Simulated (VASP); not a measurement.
# Mg in VASP: a series of runs

Aim: see how the results for Mg move with the level of theory and the settings. Levels: PBEsol, PBE. Tasks: single point.

Program: VASP 6.6.1. These are calculated values, not measurements. Logs are shortened: lines on timing, memory, paths and dates and some standing lists are left out, and cuts for length are marked.

**1. The cell of the first run**

It takes space group P6_3/mmc (No. 194, hexagonal). Conventional cell: a = 3.272 Å, b = 3.272 Å, c = 5.312 Å, α = 90.00°, β = 90.00°, γ = 120.00°. Within 4.3 Å of Mg (site symmetry -6m2) lie 12 Mg at 3.26 to 3.27 Å.

**2. Single point, PBEsol**

The input, INCAR:

```
SYSTEM = Mg
PREC = Accurate
ENCUT = 520
EDIFF = 1E-7
ISMEAR = -1
SIGMA = 0.05
LREAL = .FALSE.
LASPH = .TRUE.
NELM = 80
ALGO = Normal
ISIF = 2
LWAVE = .FALSE.
LCHARG = .FALSE.
GGA = PS
NBANDS = 9
```

The input, KPOINTS:

```
regular mesh
0
G
  10 10 5
  0 0 0
```

The input, POSCAR:

```
Mg
1.0
    3.2722434310      0.0000000000      0.0000000000
   -1.6361217155      2.8338459386      0.0000000000
    0.0000000000      0.0000000000      5.3124886887
Mg
2
Direct
    0.6666666667      0.3333333333      0.7500000000
    0.3333333333      0.6666666667      0.2500000000
```

Potentials or basis: VASP PAW PBE potentials, release 64 (Mg).

Command:

```
cat potpaw_PBE.64/Mg/POTCAR > POTCAR
mpirun -np 1 vasp_std > vasp.out
```

OUTCAR:

```text
SYSTEM = Mg
   PREC = Accurate
   ENCUT = 520
   EDIFF = 1E-7
   ISMEAR = -1
   LREAL = .FALSE.
   LASPH = .TRUE.
   NELM = 80
   ISIF = 2
   GGA = PS

 ion  position               nearest neighbor table
   1  0.667  0.333  0.750-   2 3.26   2 3.26   2 3.26   2 3.26   2 3.26   2 3.26
   2  0.333  0.667  0.250-   1 3.26   1 3.26   1 3.26   1 3.26   1 3.26   1 3.26

  LATTYP: Found a hexagonal cell.
 ALAT       =     3.2722434310
 C/A-ratio  =     1.6235004518

  Lattice vectors:

 A1 = (   3.2722434310,   0.0000000000,   0.0000000000)
 A2 = (  -1.6361217155,   2.8338459386,   0.0000000000)
 A3 = (   0.0000000000,   0.0000000000,   5.3124886887)

Analysis of symmetry for initial positions (statically):
=====================================================================
 Subroutine PRICEL returns:
 Original cell was already a primitive cell.

 Routine SETGRP: Setting up the symmetry group for a
 hexagonal supercell.

 Subroutine GETGRP returns: Found 24 space group operations
 (whereof 12 operations were pure point group operations)
 out of a pool of 24 trial point group operations.

The static configuration has the point symmetry D_3d.
 The point group associated with its full space group is D_6h.

Analysis of symmetry for dynamics (positions and initial velocities):
=====================================================================
 Subroutine PRICEL returns:
 Original cell was already a primitive cell.

 Routine SETGRP: Setting up the symmetry group for a
 hexagonal supercell.

 Subroutine GETGRP returns: Found 24 space group operations
 (whereof 12 operations were pure point group operations)
 out of a pool of 24 trial point group operations.

The dynamic configuration has the point symmetry D_3d.
 The point group associated with its full space group is D_6h.

 Subroutine INISYM returns: Found 24 space group operations
 (whereof 12 operations are pure point group operations),
 and found     1 'primitive' translations

----------------------------------------------------------------------------------------

                                     Primitive cell

  volume of cell :      49.2629

  direct lattice vectors                    reciprocal lattice vectors
     3.272243431  0.000000000  0.000000000     0.305600736  0.176438667  0.000000000
    -1.636121716  2.833845939  0.000000000     0.000000000  0.352877334  0.000000000
     0.000000000  0.000000000  5.312488689     0.000000000  0.000000000  0.188235695

  length of vectors
     3.272243431  3.272243431  5.312488689     0.352877334  0.352877334  0.188235695

  position of ions in fractional coordinates (direct lattice)
     0.666666667  0.333333333  0.750000000
     0.333333333  0.666666667  0.250000000

  ion indices of the primitive-cell ions
   primitive index   ion index
                 1           1
                 2           2

----------------------------------------------------------------------------------------

 KPOINTS: regular mesh

Automatic generation of k-mesh.
 Grid dimensions read from file:
 generate k-points for:   10   10    5

 Generating k-lattice:

  Cartesian coordinates                     Fractional coordinates (reciprocal lattice)
     0.030560074  0.017643867  0.000000000     0.100000000  0.000000000  0.000000000
     0.000000000  0.035287733  0.000000000     0.000000000  0.100000000  0.000000000
     0.000000000  0.000000000  0.037647139     0.000000000  0.000000000  0.200000000

  Length of vectors
     0.035287733  0.035287733  0.037647139

  Shift w.r.t. Gamma in fractional coordinates (k-lattice)
     0.000000000  0.000000000  0.000000000

 Subroutine IBZKPT returns following result:
 ===========================================

 Found     42 irreducible k-points:

 Following reciprocal coordinates:
            Coordinates               Weight
  0.000000  0.000000  0.000000      1.000000
  0.100000 -0.000000  0.000000      6.000000
  0.200000 -0.000000  0.000000      6.000000
  0.300000 -0.000000  0.000000      6.000000
  0.400000 -0.000000  0.000000      6.000000
  0.500000  0.000000  0.000000      3.000000
[... 16 lines left out ...]
  0.300000  0.100000  0.200000     24.000000
  0.400000  0.100000  0.200000     24.000000
 [... further k-points ...]
   k-points           NKPTS =     42   k-points in BZ     NKDIM =     42   number of bands    NBANDS=      9
   number of dos      NEDOS =    301   number of ions     NIONS =      2
   total plane-waves  NPLWV =  23040
   dimension x,y,z NGX =    24 NGY =   24 NGZ =   40
   dimension x,y,z NGXF=    48 NGYF=   48 NGZF=   80
   ions per type =               2
   NGX,Y,Z   is equivalent  to a cutoff of  12.19, 12.19, 12.52 a.u.
   NGXF,Y,Z  is equivalent  to a cutoff of  24.39, 24.39, 25.03 a.u.
 SYSTEM =  Mg
   PREC   = accura    normal or accurate (medium, high low for compatibility)
   ISTART =      0    job   : 0-new  1-cont  2-samecut
   ICHARG =      2    charge: 1-file 2-atom 10-const
   ISPIN  =      1    spin polarized calculation?
   LNONCOLLINEAR =      F non collinear calculations
   LSORBIT =      F    spin-orbit coupling
   LASPH  =      T    aspherical Exc in radial PAW
   ENCUT  =  520.0 eV  38.22 Ry    6.18 a.u.   6.08  6.08  9.88*2*pi/ulx,y,z
   NELM   =     80;   NELMIN=  2; NELMDL= -5     # of ELM steps
   EDIFF  = 0.1E-06   stopping-criterion for ELM
   LREAL  =      F    real-space projection
   EDIFFG = 0.1E-05   stopping-criterion for IOM
   NSW    =      0    number of steps for IOM
   IBRION =     -1    ionic relax: 0-MD 1-quasi-New 2-CG
   NFREE  =      0    steps in history (QN), initial steepest desc. (CG)
   ISIF   =      2    stress and relaxation
   ISYM   =      2    0-nonsym 1-usesym 2-fastsym
   POTIM  = 0.5000    time-step for ionic-motion
   TEBEG  =    0.0;   TEEND  =   0.0 temperature during run
   PSTRESS=    0.0 pullay stress
   NELECT =       4.0000    total number of electrons
   NUPDOWN=      -1.0000    fix difference up-down
   EMIN   =  10.00;   EMAX   =-10.00  energy-range for DOS
   EFERMI =   0.00;   METHOD = LEGACY
   ISMEAR =    -1;   SIGMA  =   0.05  broadening in eV -4-tet -1-fermi 0-gaus
   EFERMI_NEDOS =   21; number of points for ismear=-14 and -15
   IALGO  =     38    algorithm
   IMIX   =      4    mixing-type and parameters
     AMIX     =   0.40;   BMIX     =  1.00
     AMIX_MAG =   1.60;   BMIX_MAG =  1.00
  volume/ion in A,a.u.               =      24.63       166.22
  Fermi-wavevector in a.u.,A,eV,Ry     =   0.708905  1.339637  6.837563  0.502547
  Thomas-Fermi vector in A             =   1.795345
   LORBIT       =      0    0 simple, 1 ext, 2 COOP (PROOUT), +10 PAW based schemes
   GGA     = PS    functional components
   LHFCALC =     F    Hartree Fock is set to
   AEXX    =    0.0000 exact exchange contribution
   IVDW    =     0    specifies the selected vdW correction
   LEPSILON=     F    determine dielectric tensor
   LRPA    =     F    only Hartree local field effects (RPA)
 non-spin polarized calculation
  energy-cutoff  :      520.00
  volume of cell :       49.26
 maximum number of plane-waves:      1340
   NGX = 13   NGY = 13   NGZ = 19

 number of electron       4.0000000 magnetization

 Free energy of the ion-electron system (eV)
  ---------------------------------------------------
  ext. energy  EPLUGINS =         0.00000000
  ---------------------------------------------------
  free energy    TOTEN  =        -3.40233233 eV

  energy without entropy =       -3.39015530  energy(sigma->0) =       -3.39624382

 E-fermi :   2.2653     XC(G=0):  -8.3158

 val. band max:        2.2431996904   @ k =   0.2000   0.1000   0.0000
 cond. band min:       2.2748601149   @ k =   0.3000   0.3000   0.0000
 fundamental gap:      0.0316604245
 Fermi energy:         2.2652799096

 k-point     1 :       0.0000    0.0000    0.0000
  band No.  band energies     occupation
      1      -4.3936      2.00000
      2       0.6676      2.00000
      3       0.9956      2.00000
      4      12.7400      0.00000
      5      12.7400      0.00000
      6      12.7611      0.00000
      7      12.7611      0.00000
      8      13.6570      0.00000
      9      15.0363      0.00000

 k-point     2 :       0.1000   -0.0000    0.0000
  band No.  band energies     occupation
      1      -4.2059      2.00000
      2       0.8403      2.00000
      3       1.1791      2.00000
      4      10.0318      0.00000
      5      11.3099      0.00000
      6      12.1393      0.00000
      7      14.4480      0.00000
      8      14.4642      0.00000
      9      14.5838      0.00000

 k-point     3 :       0.2000   -0.0000    0.0000
  band No.  band energies     occupation
      1      -3.6450      2.00000
      2       1.3587      2.00000
      3       1.7205      1.99996
      4       7.1758      0.00000
      5      10.1897      0.00000
      6      10.7527      0.00000
      7      11.7683      0.00000
      8      12.6812      0.00000
      9      14.6837      0.00000

 k-point     4 :       0.3000   -0.0000    0.0000
  band No.  band energies     occupation
      1      -2.7170      2.00000
      2       2.2233      1.39675
      3       2.5562      0.00593
      4       4.6434      0.00000
      5       9.1488      0.00000
      6       9.1891      0.00000
      7       9.3918      0.00000
      8      11.0767      0.00000
      9      13.7969      0.00000

 k-point     5 :       0.4000   -0.0000    0.0000
  band No.  band energies     occupation
      1      -1.4323      2.00000
      2       2.0864      1.94559
      3       3.4322      0.00000
      4       4.0526      0.00000
      5       6.9378      0.00000
      6       7.3082      0.00000
      7       8.9142      0.00000
      8      10.2563      0.00000
      9      13.2604      0.00000

 k-point     6 :       0.5000    0.0000    0.0000
  band No.  band energies     occupation
      1       0.1700      2.00000
      2       0.2139      2.00000
      3       4.7965      0.00000
      4       5.2243      0.00000
      5       5.3191      0.00000
      6       5.7400      0.00000
      7       8.7553      0.00000
      8      10.0103      0.00000
      9      13.0806      0.00000
[... 169 lines left out ...]
 k-point    21 :       0.1000    0.1000    0.2000
  band No.  band energies     occupation
      1      -3.6192      2.00000
      2      -0.4851      2.00000
      3       3.5799      0.00000
      4       8.7607      0.00000
      5       8.9800      0.00000
      6      11.5460      0.00000
      7      11.8250      0.00000
      8      12.4902      0.00000
      9      14.1940      0.00000

 k-point    22 :       0.2000    0.1000    0.2000
  band No.  band energies     occupation
      1      -2.8762      2.00000
      2       0.2325      2.00000
      3       4.2223      0.00000
      4       6.1885      0.00000
      5       7.8009      0.00000
      6       9.1827      0.00000
      7      10.7641      0.00000
      8      12.6811      0.00000
      9      12.8548      0.00000

 k-point    23 :       0.3000    0.1000    0.2000
  band No.  band energies     occupation
      1      -1.7721      2.00000
      2       1.2853      2.00000
      3       3.6081      0.00000
      4       5.3667      0.00000
      5       6.4610      0.00000
      6       7.4977      0.00000
      7       9.9906      0.00000
      8      10.8128      0.00000
      9      12.5516      0.00000

 k-point    24 :       0.4000    0.1000    0.2000
  band No.  band energies     occupation
      1      -0.3210      2.00000
      2       1.4258      2.00000
      3       2.8047      0.00004
      4       4.4878      0.00000
      5       6.3907      0.00000
      6       7.2553      0.00000
      7       8.6654      0.00000
      8       9.9458      0.00000
      9      12.2576      0.00000

 [... further k-points ...]

------------------------ aborting loop because EDIFF is reached ----------------------------------------

  FORCE on cell =-STRESS in cart. coord.  units (eV):
  Direction    XX          YY          ZZ          XY          YZ          ZX
  --------------------------------------------------------------------------------------
  -------------------------------------------------------------------------------------
  Total       -0.9845774     -0.9845774     -0.6036103      0.0000000     -0.0000000      0.0000000
  in kB      -32.0214208    -32.0214208    -19.6312220      0.0000000     -0.0000000      0.0000000
  external PRESSURE =     -27.8913545 kB  Pullay stress =       0.0000000 kB

 VOLUME and BASIS-vectors are now :
 -----------------------------------------------------------------------------
  energy-cutoff  :      520.00
  volume of cell :       49.26
      direct lattice vectors                 reciprocal lattice vectors
     3.272243431  0.000000000  0.000000000     0.305600736  0.176438667  0.000000000
    -1.636121716  2.833845939  0.000000000     0.000000000  0.352877334  0.000000000
     0.000000000  0.000000000  5.312488689     0.000000000  0.000000000  0.188235695

 POSITION                                       TOTAL-FORCE (eV/Angst)
 -----------------------------------------------------------------------------------
      1.63612      0.94462      3.98437        -0.000000     -0.000000      0.000000
     -0.00000      1.88923      1.32812         0.000000      0.000000      0.000000
 -----------------------------------------------------------------------------------
    total drift:                                0.000000     -0.000000      0.000000

  FREE ENERGIE OF THE ION-ELECTRON SYSTEM (eV)
  ---------------------------------------------------
  free  energy   TOTEN  =        -3.4023323311 eV

  energy  without entropy=       -3.3901553001  energy(sigma->0) =       -3.39624382
```

Run time: 12 s. Hardware: 1 thread of AMD EPYC 9R45 (Zen 5), shared host; peak memory 0.13 GiB.

What came out:

- Free energy: -3.4023 eV
- Pressure: -2.8 GPa
- Band gap on the k mesh: zero (band 2 reaches 2.91 eV, above the bottom of band 3 at 1.00 eV)

Caveat: the PAW data sets were made with another functional, which shifts forces and pressure a little.

(Continued in part 2 of 2.)
